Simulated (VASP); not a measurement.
# Na3Ti2O (P6/mmm) in VASP: notebook, part 2 of 2

VASP 6.6.1.

**3. Relaxation of cell and atoms, PBE**

INCAR

```
ALGO = Normal
EDIFF = 1E-6
EDIFFG = -0.01
ENCUT = 600
GGA = PE
IBRION = 2
ISIF = 3
ISMEAR = 0
LASPH = True
LCHARG = False
LREAL = False
LWAVE = False
NELM = 60
NSW = 100
PREC = Accurate
SIGMA = 0.1
```

KPOINTS

```
k-points
0
Gamma
  6 6 8
```

POSCAR

```
Na3Ti2O
1.0
    6.6866179556      0.0000000000      0.0000000000
   -3.3433089778      5.7907810149      0.0000000000
    0.0000000000      0.0000000000      5.7259847086
Na Ti O
3 2 1
Direct
    0.5000000000      0.0000000000      0.0000000000
    0.0000000000      0.5000000000      0.0000000000
    0.5000000000      0.5000000000      0.0000000000
    0.0000000000      0.0000000000      0.1812226093
    0.0000000000      0.0000000000      0.8187773907
    0.0000000000      0.0000000000      0.5000000000
```

Potentials or basis: VASP PAW PBE potentials, release 64 (Na_pv, Ti_sv, O).

The run is started by

```sh
> cat potpaw_PBE.64/Na_pv/POTCAR potpaw_PBE.64/Ti_sv/POTCAR potpaw_PBE.64/O/POTCAR > POTCAR
> mpirun -np 1 vasp_std > vasp.out
```

OUTCAR:

```text
EDIFF = 1E-6
   EDIFFG = -0.01
   ENCUT = 600
   GGA = PE
   IBRION = 2
   ISIF = 3
   ISMEAR = 0
   LASPH = True
   LREAL = False
   NELM = 60
   NSW = 100
   PREC = Accurate

 ion  position               nearest neighbor table
   1  0.500  0.000  0.000-
   2  0.000  0.500  0.000-
   3  0.500  0.500  0.000-
   4  0.000  0.000  0.181-   6 1.83   5 2.08
   5  0.000  0.000  0.819-   6 1.83   4 2.08
   6  0.000  0.000  0.500-   4 1.83   5 1.83

  LATTYP: Found a hexagonal cell.
 ALAT       =     6.6866179556
 C/A-ratio  =     0.8563349584

  Lattice vectors:

 A1 = (   6.6866179556,   0.0000000000,   0.0000000000)
 A2 = (  -3.3433089778,   5.7907810149,   0.0000000000)
 A3 = (   0.0000000000,   0.0000000000,   5.7259847086)

Analysis of symmetry for initial positions (statically):
=====================================================================
 Subroutine PRICEL returns:
 Original cell was already a primitive cell.

 Routine SETGRP: Setting up the symmetry group for a
 hexagonal supercell.

 Subroutine GETGRP returns: Found 24 space group operations
 (whereof 24 operations were pure point group operations)
 out of a pool of 24 trial point group operations.

The static configuration has the point symmetry D_6h.

Analysis of symmetry for dynamics (positions and initial velocities):
=====================================================================
 Subroutine PRICEL returns:
 Original cell was already a primitive cell.

 Routine SETGRP: Setting up the symmetry group for a
 hexagonal supercell.

 Subroutine GETGRP returns: Found 24 space group operations
 (whereof 24 operations were pure point group operations)
 out of a pool of 24 trial point group operations.

The dynamic configuration has the point symmetry D_6h.

 Subroutine INISYM returns: Found 24 space group operations
 (whereof 24 operations are pure point group operations),
 and found     1 'primitive' translations

----------------------------------------------------------------------------------------

                                     Primitive cell

  volume of cell :     221.7144

  direct lattice vectors                    reciprocal lattice vectors
     6.686617956  0.000000000  0.000000000     0.149552435  0.086344139  0.000000000
    -3.343308978  5.790781015  0.000000000     0.000000000  0.172688278  0.000000000
     0.000000000  0.000000000  5.725984709     0.000000000  0.000000000  0.174642450

  length of vectors
     6.686617956  6.686617956  5.725984709     0.172688278  0.172688278  0.174642450

  position of ions in fractional coordinates (direct lattice)
     0.500000000  0.000000000  0.000000000
     0.000000000  0.500000000  0.000000000
     0.500000000  0.500000000  0.000000000
     0.000000000  0.000000000  0.181222609
     0.000000000  0.000000000  0.818777391
     0.000000000  0.000000000  0.500000000

  ion indices of the primitive-cell ions
   primitive index   ion index
                 1           1
                 2           2
                 3           3
                 4           4
                 5           5
                 6           6

[... 51 lines left out ...]
  0.333333  0.000000  0.375000     12.000000
 [... further k-points ...]
   k-points           NKPTS =     35   k-points in BZ     NKDIM =     35   number of bands    NBANDS=     30
   number of dos      NEDOS =    301   number of ions     NIONS =      6
   total plane-waves  NPLWV = 139968
   dimension x,y,z NGX =    54 NGY =   54 NGZ =   48
   dimension x,y,z NGXF=   108 NGYF=  108 NGZF=   96
   ions per type =               3   2   1
   NGX,Y,Z   is equivalent  to a cutoff of  13.43, 13.43, 13.94 a.u.
   NGXF,Y,Z  is equivalent  to a cutoff of  26.85, 26.85, 27.87 a.u.
 SYSTEM =  unknown system
   PREC   = accura    normal or accurate (medium, high low for compatibility)
   ISTART =      0    job   : 0-new  1-cont  2-samecut
   ICHARG =      2    charge: 1-file 2-atom 10-const
   ISPIN  =      1    spin polarized calculation?
   LNONCOLLINEAR =      F non collinear calculations
   LSORBIT =      F    spin-orbit coupling
   LASPH  =      T    aspherical Exc in radial PAW
   ENCUT  =  600.0 eV  44.10 Ry    6.64 a.u.  13.35 13.35 11.44*2*pi/ulx,y,z
   NELM   =     60;   NELMIN=  2; NELMDL= -5     # of ELM steps
   EDIFF  = 0.1E-05   stopping-criterion for ELM
   LREAL  =      F    real-space projection
   EDIFFG = -.1E-01   stopping-criterion for IOM
   NSW    =    100    number of steps for IOM
   IBRION =      2    ionic relax: 0-MD 1-quasi-New 2-CG
   NFREE  =      1    steps in history (QN), initial steepest desc. (CG)
   ISIF   =      3    stress and relaxation
   ISYM   =      2    0-nonsym 1-usesym 2-fastsym
   POTIM  = 0.5000    time-step for ionic-motion
   TEBEG  =    0.0;   TEEND  =   0.0 temperature during run
   PSTRESS=    0.0 pullay stress
   NELECT =      51.0000    total number of electrons
   NUPDOWN=      -1.0000    fix difference up-down
   EMIN   =  10.00;   EMAX   =-10.00  energy-range for DOS
   EFERMI =   0.00;   METHOD = LEGACY
   ISMEAR =     0;   SIGMA  =   0.10  broadening in eV -4-tet -1-fermi 0-gaus
   EFERMI_NEDOS =   21; number of points for ismear=-14 and -15
   IALGO  =     38    algorithm
   IMIX   =      4    mixing-type and parameters
     AMIX     =   0.40;   BMIX     =  1.00
     AMIX_MAG =   1.60;   BMIX_MAG =  1.00
  volume/ion in A,a.u.               =      36.95       249.37
  Fermi-wavevector in a.u.,A,eV,Ry     =   1.003075  1.895538 13.689643  1.006160
  Thomas-Fermi vector in A             =   2.135604
   LORBIT       =      0    0 simple, 1 ext, 2 COOP (PROOUT), +10 PAW based schemes
   GGA     = PE    functional components
   LHFCALC =     F    Hartree Fock is set to
   AEXX    =    0.0000 exact exchange contribution
   IVDW    =     0    specifies the selected vdW correction
   LEPSILON=     F    determine dielectric tensor
   LRPA    =     F    only Hartree local field effects (RPA)
 conjugate gradient relaxation of ions
 non-spin polarized calculation
 Gauss-broadening in eV      SIGMA  =   0.10
  energy-cutoff  :      600.00
  volume of cell :      221.71
 maximum number of plane-waves:      7433
 NGX is ok and might be reduce to    54
   NGX = 27   NGY = 27   NGZ = 23

--------------------------------------- Ionic step        1  -------------------------------------------

 number of electron      51.0000033 magnetization

 Free energy of the ion-electron system (eV)
  ---------------------------------------------------
  ext. energy  EPLUGINS =         0.00000000
  ---------------------------------------------------
  free energy    TOTEN  =       -24.26599076 eV

  energy without entropy =      -24.22399642  energy(sigma->0) =      -24.24499359

------------------------ aborting loop because EDIFF is reached ----------------------------------------

  FORCE on cell =-STRESS in cart. coord.  units (eV):
  Direction    XX          YY          ZZ          XY          YZ          ZX
  --------------------------------------------------------------------------------------
  -------------------------------------------------------------------------------------
  Total       -0.0558890     -0.0558890      0.6021007     -0.0000000      0.0000000     -0.0000000
  in kB       -0.4038713     -0.4038713      4.3509676     -0.0000000      0.0000000     -0.0000000
  external PRESSURE =       1.1810750 kB  Pullay stress =       0.0000000 kB
[... 187 lines left out ...]
--------------------------------------- Ionic step        6  -------------------------------------------

 number of electron      51.0000033 magnetization

 Free energy of the ion-electron system (eV)
  ---------------------------------------------------
  ext. energy  EPLUGINS =         0.00000000
  ---------------------------------------------------
  free energy    TOTEN  =       -24.26779304 eV

  energy without entropy =      -24.22528934  energy(sigma->0) =      -24.24654119

 E-fermi :   0.6810     XC(G=0):  -6.3559

 val. band max:        0.6798462360   @ k =   0.1667   0.1667   0.0000
 cond. band min:       0.6919140968   @ k =   0.3333   0.1667   0.2500
 fundamental gap:      0.0120678608
 Fermi energy:         0.6810288871

 k-point     1 :       0.0000    0.0000    0.0000
  band No.  band energies     occupation
      1     -56.5918      2.00000
      2     -56.0333      2.00000
      3     -33.9799      2.00000
      4     -32.7330      2.00000
      5     -32.7330      2.00000
      6     -32.3829      2.00000
[... 781 lines left out ...]
     29       1.9468      0.00000
     30       2.0963      0.00000

 [... further k-points ...]

------------------------ aborting loop because EDIFF is reached ----------------------------------------

  FORCE on cell =-STRESS in cart. coord.  units (eV):
  Direction    XX          YY          ZZ          XY          YZ          ZX
  --------------------------------------------------------------------------------------
  -------------------------------------------------------------------------------------
  Total       -0.0272513     -0.0272513      0.0041267      0.0000000      0.0000000      0.0000000
  in kB       -0.1967923     -0.1967923      0.0298006      0.0000000      0.0000000      0.0000000
  external PRESSURE =      -0.1212613 kB  Pullay stress =       0.0000000 kB
[... 21 lines left out ...]
  FREE ENERGIE OF THE ION-ELECTRON SYSTEM (eV)
  ---------------------------------------------------
  free  energy   TOTEN  =       -24.2677930352 eV

  energy  without entropy=      -24.2252893408  energy(sigma->0) =      -24.24654119

 reached required accuracy - stopping structural energy minimisation
```

OSZICAR:

```text
N       E                     dE             d eps       ncg     rms          rms(c)
DAV:   1     0.594383419341E+03    0.59438E+03   -0.27977E+04  2172   0.184E+03
[... 55 lines left out ...]
DAV:   2    -0.242693330555E+02    0.53214E-05   -0.24471E-02  2784   0.858E-01    0.249E-01
DAV:   3    -0.242678383628E+02    0.14947E-02   -0.88304E-03  2742   0.465E-01    0.692E-02
DAV:   4    -0.242677905744E+02    0.47788E-04   -0.42808E-04  2972   0.130E-01    0.301E-02
DAV:   5    -0.242677858696E+02    0.47047E-05   -0.11003E-04  3044   0.521E-02    0.169E-02
DAV:   6    -0.242677896502E+02   -0.37805E-05   -0.90838E-06  2482   0.177E-02    0.111E-02
DAV:   7    -0.242677928388E+02   -0.31886E-05   -0.66472E-06  2928   0.139E-02    0.269E-03
DAV:   8    -0.242677930352E+02   -0.19647E-06   -0.51639E-07  1556   0.599E-03
   6 F= -.24267793E+02 E0= -.24246541E+02  d E =-.531686E-04
```

CONTCAR:

```text
Na3Ti2O
   1.00000000000000
     6.6767323386636184   -0.0000000000000000   -0.0000000000000000
    -3.3383661693318092    5.7822198195012371    0.0000000000000000
    -0.0000000000000000    0.0000000000000000    5.7468673168428621
  Na              Ti              O
     3     2     1
Direct
     0.5000000000000000    0.0000000000000000    1.0000000000000000
     1.0000000000000000    0.5000000000000000    1.0000000000000000
     0.5000000000000000    0.5000000000000000    1.0000000000000000
     1.0000000000000000    1.0000000000000000    0.1821717800511665
     0.0000000000000000    0.0000000000000000    0.8178282199488335
     1.0000000000000000    0.0000000000000000    0.5000000000000000

  0.00000000E+00  0.00000000E+00  0.00000000E+00
  0.00000000E+00  0.00000000E+00  0.00000000E+00
  0.00000000E+00  0.00000000E+00  0.00000000E+00
  0.00000000E+00  0.00000000E+00  0.00000000E+00
  0.00000000E+00  0.00000000E+00  0.00000000E+00
  0.00000000E+00  0.00000000E+00  0.00000000E+00
```

Wall time 9.8 min (1 thread of AMD EPYC 9R45 (Zen 5), shared host); peak memory 0.53 GiB.

What came out:

- Free energy: -24.2678 eV
- Relaxed volume: 36.98 Å³/atom
- Relaxed cell: a = 6.677 Å, b = 6.677 Å, c = 5.747 Å, α = 90.00°, β = 90.00°, γ = 120.00°
- Space group after relaxing (to 0.1 Å): P6/mmm (No. 191)
- Energy gained by relaxing: 0.3 meV/atom
- Ionic steps: 6
- Pressure after relaxing: 0.0 GPa
- Largest force after relaxing: 0.008 eV/Å
- Band gap on the k mesh: zero (an odd number of electrons rules out a gap without spin polarisation)

Forces on the atoms (eV/Å):
```
Na   0.000  0.000  0.000
Na   0.000  0.000  0.000
Na   0.000  0.000  0.000
Ti   0.000  0.000 -0.008
Ti   0.000  0.000  0.008
O    0.000  0.000  0.000
```

Step by step:
```tsv
step	energy change (eV)	largest force (eV/Å)	pressure (GPa)	volume (Å³)
1	0.0000	0.1202	0.12	221.71
2	-0.0016	0.0020	-0.09	222.59
3	-0.0017	0.0203	-0.05	222.40
4	-0.0017	0.0227	-0.01	222.09
5	-0.0017	0.0181	-0.01	222.11
6	-0.0018	0.0081	-0.01	221.87
```

Final structure:
```cif
data_structure
_symmetry_space_group_name_H-M 'P 1'
_symmetry_Int_Tables_number 1
_cell_length_a 6.6767
_cell_length_b 6.6767
_cell_length_c 5.7469
_cell_angle_alpha 90.000
_cell_angle_beta 90.000
_cell_angle_gamma 120.000
_cell_volume 221.87
loop_
_atom_site_label
_atom_site_type_symbol
_atom_site_fract_x
_atom_site_fract_y
_atom_site_fract_z
_atom_site_occupancy
Na1 Na 0.50000 0.00000 0.00000 1
Na2 Na 0.00000 0.50000 0.00000 1
Na3 Na 0.50000 0.50000 0.00000 1
Ti1 Ti 0.00000 0.00000 0.18217 1
Ti2 Ti 0.00000 0.00000 0.81783 1
O1 O 0.00000 0.00000 0.50000 1
```
